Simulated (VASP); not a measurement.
# PbO (P4/nmm) in VASP: relaxation of shape and atoms at fixed volume with PBE

Aim: the relaxation of shape and atoms at fixed volume of PbO with PBE.

All numbers are computed with VASP 6.6.1; they aren't measurements. Logs are shortened: lines on timing, memory, paths and dates and some standing lists are left out, and cuts for length are marked.

## 1. The cell of the first run

The structure is tetragonal, space group P4/nmm (No. 129). Conventional cell: a = 4.103 Å, b = 4.103 Å, c = 6.018 Å, α = 90.00°, β = 90.00°, γ = 90.00°. Within 3.1 Å of Pb (site symmetry 4mm) lie 4 O at 2.38 Å. O (site symmetry -4m2) has 4 Pb at 2.38 Å and 4 O at 2.90 Å within 3.1 Å.

## 2. Relaxation of shape and atoms at fixed volume, PBE (25.33 Å³/atom)

File INCAR:

```
PREC = Accurate ; ENCUT = 600
EDIFF = 1E-6 ; ISMEAR = 0
SIGMA = 0.05 ; LREAL = False
LASPH = True ; NELM = 60
ALGO = Normal ; ISIF = 4
LWAVE = False ; LCHARG = False
GGA = PE ; IBRION = 2
NSW = 60 ; EDIFFG = -0.01
```

File KPOINTS:

```
Automatic mesh
0
Gamma
  8 8 6
```

File POSCAR:

```
PbO
1.0
    4.1034363546      0.0000000000      0.0000000000
    0.0000000000      4.1034363546      0.0000000000
    0.0000000000      0.0000000000      6.0176924654
Pb O
2 2
Direct
    0.5000000000      0.0000000000      0.1994387496
    0.0000000000      0.5000000000      0.8005612504
    0.0000000000      0.0000000000      0.0000000000
    0.5000000000      0.5000000000      0.0000000000
```

Potentials or basis: VASP PAW PBE potentials, release 64 (Pb_d, O).

The run is started by

```sh
$ cat potpaw_PBE.64/Pb_d/POTCAR potpaw_PBE.64/O/POTCAR > POTCAR
$ mpirun -np 1 vasp_std > vasp.out
```

OUTCAR:

```text
PREC = Accurate
   ENCUT = 600
   EDIFF = 1E-6
   ISMEAR = 0
   LREAL = False
   LASPH = True
   NELM = 60
   ISIF = 4
   GGA = PE
   IBRION = 2
   NSW = 60
   EDIFFG = -0.01

 ion  position               nearest neighbor table
   1  0.500  0.000  0.199-   3 2.38   4 2.38   4 2.38   3 2.38   2 3.77   2 3.77   2 3.77   2 3.77

   2  0.000  0.500  0.801-   3 2.38   4 2.38   3 2.38   4 2.38   1 3.77   1 3.77   1 3.77   1 3.77

   3  0.000  0.000  0.000-   1 2.38   2 2.38   2 2.38   1 2.38
   4  0.500  0.500  0.000-   1 2.38   2 2.38   1 2.38   2 2.38

  LATTYP: Found a simple tetragonal cell.
 ALAT       =     4.1034363546
 C/A-ratio  =     1.4665007436

  Lattice vectors:

 A1 = (   4.1034363546,   0.0000000000,   0.0000000000)
 A2 = (   0.0000000000,   4.1034363546,   0.0000000000)
 A3 = (   0.0000000000,   0.0000000000,   6.0176924654)

Analysis of symmetry for initial positions (statically):
=====================================================================
 Subroutine PRICEL returns:
 Original cell was already a primitive cell.

 Routine SETGRP: Setting up the symmetry group for a
 simple tetragonal supercell.

 Subroutine GETGRP returns: Found 16 space group operations
 (whereof  8 operations were pure point group operations)
 out of a pool of 16 trial point group operations.

The static configuration has the point symmetry D_2d.
 The point group associated with its full space group is D_4h.

Analysis of symmetry for dynamics (positions and initial velocities):
=====================================================================
 Subroutine PRICEL returns:
 Original cell was already a primitive cell.

 Routine SETGRP: Setting up the symmetry group for a
 simple tetragonal supercell.

 Subroutine GETGRP returns: Found 16 space group operations
 (whereof  8 operations were pure point group operations)
 out of a pool of 16 trial point group operations.

The dynamic configuration has the point symmetry D_2d.
 The point group associated with its full space group is D_4h.

 Subroutine INISYM returns: Found 16 space group operations
 (whereof  8 operations are pure point group operations),
 and found     1 'primitive' translations

----------------------------------------------------------------------------------------

                                     Primitive cell

  volume of cell :     101.3270

  direct lattice vectors                    reciprocal lattice vectors
     4.103436355  0.000000000  0.000000000     0.243698187  0.000000000  0.000000000
     0.000000000  4.103436355  0.000000000     0.000000000  0.243698187  0.000000000
     0.000000000  0.000000000  6.017692465     0.000000000  0.000000000  0.166176654

  length of vectors
     4.103436355  4.103436355  6.017692465     0.243698187  0.243698187  0.166176654

  position of ions in fractional coordinates (direct lattice)
     0.500000000  0.000000000  0.199438750
     0.000000000  0.500000000  0.800561250
     0.000000000  0.000000000  0.000000000
     0.500000000  0.500000000  0.000000000

  ion indices of the primitive-cell ions
   primitive index   ion index
                 1           1
                 2           2
                 3           3
                 4           4

----------------------------------------------------------------------------------------

 KPOINTS: Automatic mesh

Automatic generation of k-mesh.
 Grid dimensions read from file:
 generate k-points for:    8    8    6

 Generating k-lattice:

  Cartesian coordinates                     Fractional coordinates (reciprocal lattice)
     0.030462273  0.000000000  0.000000000     0.125000000  0.000000000  0.000000000
     0.000000000  0.030462273  0.000000000     0.000000000  0.125000000  0.000000000
     0.000000000  0.000000000  0.027696109     0.000000000  0.000000000  0.166666667

  Length of vectors
     0.030462273  0.030462273  0.027696109

  Shift w.r.t. Gamma in fractional coordinates (k-lattice)
     0.000000000  0.000000000  0.000000000

 Subroutine IBZKPT returns following result:
 ===========================================

 Found     60 irreducible k-points:

 Following reciprocal coordinates:
            Coordinates               Weight
  0.000000  0.000000  0.000000      1.000000
  0.125000  0.000000  0.000000      4.000000
  0.250000  0.000000  0.000000      4.000000
  0.375000  0.000000  0.000000      4.000000
  0.500000  0.000000  0.000000      2.000000
  0.125000  0.125000  0.000000      4.000000
[... 16 lines left out ...]
  0.375000  0.125000  0.166667     16.000000
  0.500000  0.125000  0.166667      8.000000
 [... further k-points ...]
   k-points           NKPTS =     60   k-points in BZ     NKDIM =     60   number of bands    NBANDS=     24
   number of dos      NEDOS =    301   number of ions     NIONS =      4
   total plane-waves  NPLWV =  62208
   dimension x,y,z NGX =    36 NGY =   36 NGZ =   48
   dimension x,y,z NGXF=    72 NGYF=   72 NGZF=   96
   ions per type =               2   2
   NGX,Y,Z   is equivalent  to a cutoff of  14.58, 14.58, 13.26 a.u.
   NGXF,Y,Z  is equivalent  to a cutoff of  29.17, 29.17, 26.52 a.u.
 SYSTEM =  unknown system
   PREC   = accura    normal or accurate (medium, high low for compatibility)
   ISTART =      0    job   : 0-new  1-cont  2-samecut
   ICHARG =      2    charge: 1-file 2-atom 10-const
   ISPIN  =      1    spin polarized calculation?
   LNONCOLLINEAR =      F non collinear calculations
   LSORBIT =      F    spin-orbit coupling
   LASPH  =      T    aspherical Exc in radial PAW
   ENCUT  =  600.0 eV  44.10 Ry    6.64 a.u.   8.20  8.20 12.02*2*pi/ulx,y,z
   NELM   =     60;   NELMIN=  2; NELMDL= -5     # of ELM steps
   EDIFF  = 0.1E-05   stopping-criterion for ELM
   LREAL  =      F    real-space projection
   EDIFFG = -.1E-01   stopping-criterion for IOM
   NSW    =     60    number of steps for IOM
   IBRION =      2    ionic relax: 0-MD 1-quasi-New 2-CG
   NFREE  =      1    steps in history (QN), initial steepest desc. (CG)
   ISIF   =      4    stress and relaxation
   ISYM   =      2    0-nonsym 1-usesym 2-fastsym
   POTIM  = 0.5000    time-step for ionic-motion
   TEBEG  =    0.0;   TEEND  =   0.0 temperature during run
   PSTRESS=    0.0 pullay stress
   NELECT =      40.0000    total number of electrons
   NUPDOWN=      -1.0000    fix difference up-down
   EMIN   =  10.00;   EMAX   =-10.00  energy-range for DOS
   EFERMI =   0.00;   METHOD = LEGACY
   ISMEAR =     0;   SIGMA  =   0.05  broadening in eV -4-tet -1-fermi 0-gaus
   EFERMI_NEDOS =   21; number of points for ismear=-14 and -15
   IALGO  =     38    algorithm
   IMIX   =      4    mixing-type and parameters
     AMIX     =   0.40;   BMIX     =  1.00
     AMIX_MAG =   1.60;   BMIX_MAG =  1.00
  volume/ion in A,a.u.               =      25.33       170.95
  Fermi-wavevector in a.u.,A,eV,Ry     =   1.200936  2.269439 19.622950  1.442246
  Thomas-Fermi vector in A             =   2.336758
   LORBIT       =      0    0 simple, 1 ext, 2 COOP (PROOUT), +10 PAW based schemes
   GGA     = PE    functional components
   LHFCALC =     F    Hartree Fock is set to
   AEXX    =    0.0000 exact exchange contribution
   IVDW    =     0    specifies the selected vdW correction
   LEPSILON=     F    determine dielectric tensor
   LRPA    =     F    only Hartree local field effects (RPA)
 conjugate gradient relaxation of ions
 non-spin polarized calculation
 Gauss-broadening in eV      SIGMA  =   0.05
  energy-cutoff  :      600.00
  volume of cell :      101.33
 maximum number of plane-waves:      3421
 NGX is ok and might be reduce to    36
   NGX = 17   NGY = 17   NGZ = 25

--------------------------------------- Ionic step        1  -------------------------------------------

 number of electron      40.0000005 magnetization

 Free energy of the ion-electron system (eV)
  ---------------------------------------------------
  ext. energy  EPLUGINS =         0.00000000
  ---------------------------------------------------
  free energy    TOTEN  =       -21.49973807 eV

  energy without entropy =      -21.49973807  energy(sigma->0) =      -21.49973807

------------------------ aborting loop because EDIFF is reached ----------------------------------------

  FORCE on cell =-STRESS in cart. coord.  units (eV):
  Direction    XX          YY          ZZ          XY          YZ          ZX
  --------------------------------------------------------------------------------------
  -------------------------------------------------------------------------------------
  Total       -1.2833105     -1.2833105     -1.0273088      0.0000000      0.0000000      0.0000000
  in kB      -20.2916298    -20.2916298    -16.2437468      0.0000000      0.0000000      0.0000000
  external PRESSURE =     -18.9423354 kB  Pullay stress =       0.0000000 kB
[... 137 lines left out ...]
  energy  without entropy=      -21.5104589947  energy(sigma->0) =      -21.51045899

--------------------------------------- Ionic step        5  -------------------------------------------

 number of electron      40.0000001 magnetization

 Free energy of the ion-electron system (eV)
  ---------------------------------------------------
  ext. energy  EPLUGINS =         0.00000000
  ---------------------------------------------------
  free energy    TOTEN  =       -21.51219012 eV

  energy without entropy =      -21.51219012  energy(sigma->0) =      -21.51219012

 E-fermi :   3.1489     XC(G=0):  -8.4244

 val. band max:        2.9483467225   @ k =   0.0000   0.0000   0.0000
 cond. band min:       4.7101025676   @ k =   0.0000   0.0000   0.0000
 fundamental gap:      1.7617558451
 Fermi energy:         3.1489039551

 k-point     1 :       0.0000    0.0000    0.0000
  band No.  band energies     occupation
      1     -14.8395      2.00000
      2     -14.4552      2.00000
      3     -12.8305      2.00000
      4     -12.8305      2.00000
      5     -12.7868      2.00000
      6     -12.7863      2.00000
[... 637 lines left out ...]
     23       8.3683      0.00000
     24       8.3683      0.00000

 [... further k-points ...]

------------------------ aborting loop because EDIFF is reached ----------------------------------------

  FORCE on cell =-STRESS in cart. coord.  units (eV):
  Direction    XX          YY          ZZ          XY          YZ          ZX
  --------------------------------------------------------------------------------------
  -------------------------------------------------------------------------------------
  Total       -0.2564183     -0.2564183     -0.3031838      0.0000000      0.0000000      0.0000000
  in kB       -4.0544714     -4.0544714     -4.7939248      0.0000000      0.0000000      0.0000000
  external PRESSURE =      -4.3009559 kB  Pullay stress =       0.0000000 kB
[... 19 lines left out ...]
  FREE ENERGIE OF THE ION-ELECTRON SYSTEM (eV)
  ---------------------------------------------------
  free  energy   TOTEN  =       -21.5121901199 eV

  energy  without entropy=      -21.5121901199  energy(sigma->0) =      -21.51219012

 reached required accuracy - stopping structural energy minimisation
```

It took 7.5 min on 1 thread of AMD EPYC 7R13 (Zen 3), shared host; peak memory 0.31 GiB.

Results:

```yaml
Free_energy: -21.5122 eV
Energy_gained_by_relaxing: 3.1 meV/atom
Ionic_steps: 5
Pressure_after_relaxing: -0.4 GPa
Largest_force_after_relaxing: 0.009 eV/Å
Band_gap_on_the_k_mesh: 1.76 eV
```

Forces on the atoms (eV/Å):
```
Pb   0.000  0.000 -0.009
Pb   0.000  0.000  0.009
O    0.000  0.000  0.000
O    0.000  0.000  0.000
```

Step by step:
| step | energy change (eV) | largest force (eV/Å) | pressure (GPa) | volume (Å³) |
| --- | --- | --- | --- | --- |
| 1 | 0.0000 | 0.3229 | -1.89 | 101.33 |
| 2 | -0.0076 | 0.1190 | -1.25 | 101.33 |
| 3 | -0.0092 | 0.0209 | -0.79 | 101.33 |
| 4 | -0.0107 | 0.0124 | -0.71 | 101.33 |
| 5 | -0.0125 | 0.0089 | -0.43 | 101.33 |

Final structure:
```yaml
crystal:
  lattice:
    - [4.06222, 0.00000, 0.00000]
    - [0.00000, 4.06222, 0.00000]
    - [0.00000, 0.00000, 6.14043]
  atoms:
    - { symbol: Pb, position: [0.50000, 0.00000, 0.19443] }
    - { symbol: Pb, position: [0.00000, 0.50000, 0.80557] }
    - { symbol: O, position: [0.00000, 0.00000, 0.00000] }
    - { symbol: O, position: [0.50000, 0.50000, 0.00000] }
```

Levels at points of the mesh, in eV from the valence-band top:
```csv
k point,band 18,band 19,band 20,band 21,band 22,band 23
"(0.00, 0.00, 0.00)",-1.35,-1.35,0.00,1.76,3.86,5.74
"(0.50, 0.00, 0.00)",-2.60,-1.11,-1.11,3.09,3.09,5.28
"(0.50, 0.50, 0.00)",-1.54,-0.75,-0.75,2.22,2.22,5.36
"(0.00, 0.00, 0.50)",-1.36,-1.36,-0.63,1.82,4.07,4.91
"(0.50, 0.00, 0.50)",-2.60,-0.85,-0.85,2.87,2.87,5.86
"(0.50, 0.50, 0.50)",-1.67,-0.75,-0.75,3.57,3.57,4.02
```

Caveat: spin-orbit coupling is left out, which moves the levels of the heavy elements.
